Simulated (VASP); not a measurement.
# NbRu3C (Pm-3m) in VASP: a series of runs

The runs below take NbRu3C through single point, relaxation of cell and atoms, with PBE.

All numbers are computed with VASP 6.6.1; they aren't measurements. Logs are shortened: lines on timing, memory, paths and dates and some standing lists are left out, and cuts for length are marked.

## 1. The cell of the first run

The structure is cubic, space group Pm-3m (No. 221). Conventional cell: a = 4.065 Å, b = 4.065 Å, c = 4.065 Å, α = 90.00°, β = 90.00°, γ = 90.00°. Nb (site symmetry m-3m) has 12 Ru at 2.87 Å and 8 C at 3.52 Å within 3.8 Å. Within 2.7 Å of Ru (site symmetry 4/mmm) lie 2 C at 2.03 Å. C (site symmetry m-3m) has 6 Ru at 2.03 Å within 2.7 Å.

## 2. Single point, PBE

File INCAR:

```
SYSTEM = NbRu3C
ALGO = Normal
EDIFF = 1E-7
ENCUT = 520
GGA = PE
ISIF = 2
ISMEAR = 0
LASPH = .True.
LCHARG = .False.
LREAL = .False.
LWAVE = .False.
NBANDS = 38
NELM = 80
PREC = Accurate
SIGMA = 0.1
```

File KPOINTS:

```
k-points
0
Gamma
  4 4 4
  0 0 0
```

File POSCAR:

```
NbRu3C
1.0
    4.0651378600      0.0000000000      0.0000000000
    0.0000000000      4.0651378600      0.0000000000
    0.0000000000      0.0000000000      4.0651378600
Nb Ru C
1 3 1
Direct
    0.0000000000      0.0000000000      0.0000000000
    0.0000000000      0.5000000000      0.5000000000
    0.5000000000      0.0000000000      0.5000000000
    0.5000000000      0.5000000000      0.0000000000
    0.5000000000      0.5000000000      0.5000000000
```

Potentials or basis: VASP PAW PBE potentials, release 64 (Nb_sv, Ru_pv, C).

Launch:

```bash
$ cat potpaw_PBE.64/Nb_sv/POTCAR potpaw_PBE.64/Ru_pv/POTCAR potpaw_PBE.64/C/POTCAR > POTCAR
$ mpirun -np 1 vasp_std > vasp.out
```

OUTCAR:

```text
SYSTEM = NbRu3C
   EDIFF = 1E-7
   ENCUT = 520
   GGA = PE
   ISIF = 2
   ISMEAR = 0
   LASPH = .True.
   LREAL = .False.
   NELM = 80
   PREC = Accurate

 ion  position               nearest neighbor table
   1  0.000  0.000  0.000-   2 2.87   3 2.87   4 2.87   2 2.87   3 2.87   2 2.87   4 2.87   2 2.87
                             3 2.87   4 2.87   3 2.87   4 2.87
   2  0.000  0.500  0.500-   5 2.03   5 2.03   4 2.87   1 2.87   1 2.87   4 2.87   1 2.87   3 2.87
                             1 2.87   3 2.87   4 2.87   3 2.87   4 2.87   3 2.87
   3  0.500  0.000  0.500-   5 2.03   5 2.03   4 2.87   1 2.87   1 2.87   4 2.87   2 2.87   4 2.87
                             2 2.87   4 2.87   1 2.87   2 2.87   1 2.87   2 2.87
   4  0.500  0.500  0.000-   5 2.03   5 2.03   3 2.87   1 2.87   2 2.87   3 2.87   2 2.87   1 2.87
                             3 2.87   3 2.87   1 2.87   2 2.87   2 2.87   1 2.87
   5  0.500  0.500  0.500-   2 2.03   3 2.03   4 2.03   4 2.03   3 2.03   2 2.03

  LATTYP: Found a simple cubic cell.
 ALAT       =     4.0651378600

  Lattice vectors:

 A1 = (   4.0651378600,   0.0000000000,   0.0000000000)
 A2 = (   0.0000000000,   4.0651378600,   0.0000000000)
 A3 = (   0.0000000000,   0.0000000000,   4.0651378600)

Analysis of symmetry for initial positions (statically):
=====================================================================
 Subroutine PRICEL returns:
 Original cell was already a primitive cell.

 Routine SETGRP: Setting up the symmetry group for a
 simple cubic supercell.

 Subroutine GETGRP returns: Found 48 space group operations
 (whereof 48 operations were pure point group operations)
 out of a pool of 48 trial point group operations.

The static configuration has the point symmetry O_h .

Analysis of symmetry for dynamics (positions and initial velocities):
=====================================================================
 Subroutine PRICEL returns:
 Original cell was already a primitive cell.

 Routine SETGRP: Setting up the symmetry group for a
 simple cubic supercell.

 Subroutine GETGRP returns: Found 48 space group operations
 (whereof 48 operations were pure point group operations)
 out of a pool of 48 trial point group operations.

The dynamic configuration has the point symmetry O_h .

 Subroutine INISYM returns: Found 48 space group operations
 (whereof 48 operations are pure point group operations),
 and found     1 'primitive' translations
[... 85 lines left out ...]
   NELM   =     80;   NELMIN=  2; NELMDL= -5     # of ELM steps
   EDIFF  = 0.1E-06   stopping-criterion for ELM
   LREAL  =      F    real-space projection
   EDIFFG = 0.1E-05   stopping-criterion for IOM
   NSW    =      0    number of steps for IOM
   IBRION =     -1    ionic relax: 0-MD 1-quasi-New 2-CG
   NFREE  =      0    steps in history (QN), initial steepest desc. (CG)
   ISIF   =      2    stress and relaxation
   ISYM   =      2    0-nonsym 1-usesym 2-fastsym
   POTIM  = 0.5000    time-step for ionic-motion
   TEBEG  =    0.0;   TEEND  =   0.0 temperature during run
   PSTRESS=    0.0 pullay stress
   NELECT =      59.0000    total number of electrons
   NUPDOWN=      -1.0000    fix difference up-down
   EMIN   =  10.00;   EMAX   =-10.00  energy-range for DOS
   EFERMI =   0.00;   METHOD = LEGACY
   ISMEAR =     0;   SIGMA  =   0.10  broadening in eV -4-tet -1-fermi 0-gaus
   EFERMI_NEDOS =   21; number of points for ismear=-14 and -15
   IALGO  =     38    algorithm
   IMIX   =      4    mixing-type and parameters
     AMIX     =   0.40;   BMIX     =  1.00
     AMIX_MAG =   1.60;   BMIX_MAG =  1.00
  volume/ion in A,a.u.               =      13.44        90.67
  Fermi-wavevector in a.u.,A,eV,Ry     =   1.567774  2.962664 33.441983  2.457916
  Thomas-Fermi vector in A             =   2.669904
   LORBIT       =      0    0 simple, 1 ext, 2 COOP (PROOUT), +10 PAW based schemes
   GGA     = PE    functional components
   LHFCALC =     F    Hartree Fock is set to
   AEXX    =    0.0000 exact exchange contribution
   IVDW    =     0    specifies the selected vdW correction
   LEPSILON=     F    determine dielectric tensor
   LRPA    =     F    only Hartree local field effects (RPA)
 non-spin polarized calculation
 Gauss-broadening in eV      SIGMA  =   0.10
  energy-cutoff  :      520.00
  volume of cell :       67.18
 maximum number of plane-waves:      1856
   NGX = 15   NGY = 15   NGZ = 15

 number of electron      59.0000034 magnetization

 Free energy of the ion-electron system (eV)
  ---------------------------------------------------
  ext. energy  EPLUGINS =         0.00000000
  ---------------------------------------------------
  free energy    TOTEN  =       -47.35125242 eV

  energy without entropy =      -47.32996894  energy(sigma->0) =      -47.34061068

 E-fermi :  12.1135     XC(G=0): -13.3325

 val. band max:       12.0586126319   @ k =   0.2500   0.2500   0.0000
 cond. band min:      12.1221363984   @ k =   0.2500   0.0000   0.0000
 fundamental gap:      0.0635237665
 Fermi energy:        12.1135473336

 k-point     1 :       0.0000    0.0000    0.0000
  band No.  band energies     occupation
      1     -43.9255      2.00000
      2     -31.5589      2.00000
      3     -31.5589      2.00000
      4     -31.5589      2.00000
      5     -30.9132      2.00000
      6     -30.9132      2.00000
[... 399 lines left out ...]
     37      14.3575      0.00000
     38      17.4403      0.00000

------------------------ aborting loop because EDIFF is reached ----------------------------------------

  FORCE on cell =-STRESS in cart. coord.  units (eV):
  Direction    XX          YY          ZZ          XY          YZ          ZX
  --------------------------------------------------------------------------------------
  -------------------------------------------------------------------------------------
  Total       -1.4677609     -1.4677609     -1.4677609     -0.0000000     -0.0000000      0.0000000
  in kB      -35.0058045    -35.0058045    -35.0058045     -0.0000000     -0.0000000      0.0000000
  external PRESSURE =     -35.0058045 kB  Pullay stress =       0.0000000 kB

 VOLUME and BASIS-vectors are now :
 -----------------------------------------------------------------------------
  energy-cutoff  :      520.00
  volume of cell :       67.18
      direct lattice vectors                 reciprocal lattice vectors
     4.065137860  0.000000000  0.000000000     0.245994117  0.000000000  0.000000000
     0.000000000  4.065137860  0.000000000     0.000000000  0.245994117  0.000000000
     0.000000000  0.000000000  4.065137860     0.000000000  0.000000000  0.245994117

 POSITION                                       TOTAL-FORCE (eV/Angst)
 -----------------------------------------------------------------------------------
      0.00000      0.00000      0.00000         0.000000      0.000000      0.000000
      0.00000      2.03257      2.03257         0.000000      0.000000      0.000000
      2.03257      0.00000      2.03257         0.000000      0.000000      0.000000
      2.03257      2.03257      0.00000         0.000000      0.000000      0.000000
      2.03257      2.03257      2.03257         0.000000      0.000000      0.000000
 -----------------------------------------------------------------------------------
    total drift:                                0.000000      0.000000     -0.000000

  FREE ENERGIE OF THE ION-ELECTRON SYSTEM (eV)
  ---------------------------------------------------
  free  energy   TOTEN  =       -47.3512524173 eV

  energy  without entropy=      -47.3299689375  energy(sigma->0) =      -47.34061068
```

It took 46 s on 1 thread of AMD EPYC 7R43 (Zen 3), shared host; peak memory 0.14 GiB.

Results:

```yaml
Free_energy: -47.3513 eV
Pressure: -3.5 GPa
```

Caveat: the k points lie up to 0.39 Å⁻¹ apart.

## 3. Single point, PBE

This run uses another cell than the first one, of 13.28 Å³/atom, 0.988 times its volume.

File INCAR:

```
PREC     = Accurate       # precision mode
ENCUT    = 520            # plane-wave cutoff, eV
EDIFF    = 1E-7           # SCF threshold, eV
ISMEAR   = 0              # smearing method
SIGMA    = 0.1            # smearing width, eV
LREAL    = F              # projectors in reciprocal space
LASPH    = T              # aspherical terms in the spheres
NELM     = 80             # most SCF steps
ALGO     = Normal         # electronic algorithm
ISIF     = 2              # what is computed and relaxed
LWAVE    = F              # write WAVECAR
LCHARG   = F              # write CHGCAR
GGA      = PE             # functional
NBANDS   = 38             # bands
```

File KPOINTS:

```
Automatic mesh
0
Gamma
  10 10 10
```

POSCAR, as its differences from that of step 2:

```diff
@@ -2,5 +2,5 @@
 1.0
-    4.0651378600      0.0000000000      0.0000000000
-    0.0000000000      4.0651378600      0.0000000000
-    0.0000000000      0.0000000000      4.0651378600
+    4.0491486302      0.0000000000      0.0000000000
+    0.0000000000      4.0491486302      0.0000000000
+    0.0000000000      0.0000000000      4.0491486302
 Nb Ru C
```

Potentials or basis: VASP PAW PBE potentials, release 64 (Nb_sv, Ru_pv, C).

Launch:

```bash
$ cat potpaw_PBE.64/Nb_sv/POTCAR potpaw_PBE.64/Ru_pv/POTCAR potpaw_PBE.64/C/POTCAR > POTCAR
$ mpirun -np 1 vasp_std > vasp.out
```

Wall time 3.4 min (1 thread of AMD EPYC 7R43 (Zen 3), shared host); peak memory 0.22 GiB.

The run converged. Its results:

| Quantity | Value |
| --- | --- |
| Free energy | -47.3470 eV |
| Pressure | -0.1 GPa |

Levels at points of the mesh, in eV from the Fermi level:
| k point | band 25 | band 26 | band 27 | band 28 | band 29 | band 30 | band 31 | band 32 | band 33 | band 34 |
| --- | --- | --- | --- | --- | --- | --- | --- | --- | --- | --- |
| (0.00, 0.00, 0.00) | -2.61 | -2.61 | -1.41 | -1.41 | 0.61 | 0.66 | 0.66 | 0.66 | 1.84 | 1.84 |
| (0.50, 0.00, 0.00) | -1.99 | -1.52 | -1.44 | -1.44 | -0.77 | -0.32 | -0.32 | 0.53 | 0.66 | 0.90 |
| (0.50, 0.50, 0.00) | -2.86 | -2.86 | -2.42 | -1.65 | -1.29 | -0.96 | 0.35 | 0.35 | 0.43 | 1.69 |
| (0.50, 0.50, 0.50) | -2.11 | -2.11 | 0.20 | 0.20 | 0.20 | 0.41 | 0.41 | 0.41 | 1.17 | 1.17 |

## 4. Relaxation of cell and atoms, PBE

File INCAR:

```
ALGO = Normal
EDIFF = 1E-6
EDIFFG = -0.01
ENCUT = 600
GGA = PE
IBRION = 2
ISIF = 3
ISMEAR = 0
LASPH = T
LCHARG = F
LREAL = F
LWAVE = F
NELM = 80
NSW = 100
PREC = Accurate
SIGMA = 0.1
```

File KPOINTS:

```
k-points
0
Gamma
  10 10 10
```

POSCAR, as its differences from that of step 3:

```diff
@@ -2,5 +2,5 @@
 1.0
-    4.0491486302      0.0000000000      0.0000000000
-    0.0000000000      4.0491486302      0.0000000000
-    0.0000000000      0.0000000000      4.0491486302
+    4.0651378600      0.0000000000      0.0000000000
+    0.0000000000      4.0651378600      0.0000000000
+    0.0000000000      0.0000000000      4.0651378600
 Nb Ru C
```

Launch:

```bash
$ cat potpaw_PBE.64/Nb_sv/POTCAR potpaw_PBE.64/Ru_pv/POTCAR potpaw_PBE.64/C/POTCAR > POTCAR
$ mpirun -np 1 vasp_std > vasp.out
```

Run time: 7.2 min. Hardware: 1 thread of AMD EPYC 7R43 (Zen 3), shared host; peak memory 0.23 GiB.

The run converged. Its results:

| Property | Result |
| --- | --- |
| Free energy | -47.3484 eV |
| Relaxed volume | 13.27 Å³/atom |
| Relaxed cell | a = 4.048 Å, b = 4.048 Å, c = 4.048 Å, α = 90.00°, β = 90.00°, γ = 90.00° |
| Space group after relaxing (to 0.05 Å) | Pm-3m (No. 221) |
| Energy gained by relaxing | 1.8 meV/atom |
| Ionic steps | 3 |
| Pressure after relaxing | 0.0 GPa |

The path:
| step | energy change (eV) | largest force (eV/Å) | pressure (GPa) | volume (Å³) |
| --- | --- | --- | --- | --- |
| 1 | 0.0000 | 0.0000 | -3.46 | 67.18 |
| 2 | 0.0443 | 0.0000 | 9.08 | 64.39 |
| 3 | -0.0092 | 0.0000 | -0.03 | 66.35 |

Final structure:
```yaml
crystal:
  lattice:
    - [4.04830, 0.00000, 0.00000]
    - [0.00000, 4.04830, 0.00000]
    - [0.00000, 0.00000, 4.04830]
  atoms:
    - { symbol: Nb, position: [0.00000, 0.00000, 0.00000] }
    - { symbol: Ru, position: [0.00000, 0.50000, 0.50000] }
    - { symbol: Ru, position: [0.50000, 0.00000, 0.50000] }
    - { symbol: Ru, position: [0.50000, 0.50000, 0.00000] }
    - { symbol: C, position: [0.50000, 0.50000, 0.50000] }
```

Levels at points of the mesh, in eV from the Fermi level:
| k point | band 26 | band 27 | band 28 | band 29 | band 30 | band 31 | band 32 | band 33 |
| --- | --- | --- | --- | --- | --- | --- | --- | --- |
| (0.00, 0.00, 0.00) | -2.61 | -1.41 | -1.41 | 0.61 | 0.66 | 0.66 | 0.66 | 1.84 |
| (0.50, 0.00, 0.00) | -1.52 | -1.44 | -1.44 | -0.77 | -0.32 | -0.32 | 0.54 | 0.66 |
| (0.50, 0.50, 0.00) | -2.87 | -2.43 | -1.65 | -1.29 | -0.96 | 0.35 | 0.35 | 0.43 |
| (0.50, 0.50, 0.50) | -2.11 | 0.20 | 0.20 | 0.20 | 0.41 | 0.41 | 0.41 | 1.18 |

## 5. The runs side by side

```tsv
task	cell	k mesh	cutoff (eV)	gap on the mesh (eV)	pressure (GPa)
single point	a = 4.065 Å, 5 atoms	4 × 4 × 4	520	none	-3.5
single point	a = 4.049 Å, 5 atoms	10 × 10 × 10	520	none	-0.1
relaxation of cell and atoms	relaxed from a = 4.065 Å, 5 atoms	10 × 10 × 10	600	none	0.0
```

Alike in all rows: level PBE; potentials or basis VASP PAW PBE potentials, release 64 (Nb_sv, Ru_pv, C); no spin polarisation; smearing gaussian 0.1 eV.

Caveats: some runs use coarse meshes.

Absolute energies hang on the potentials; compare differences alone.
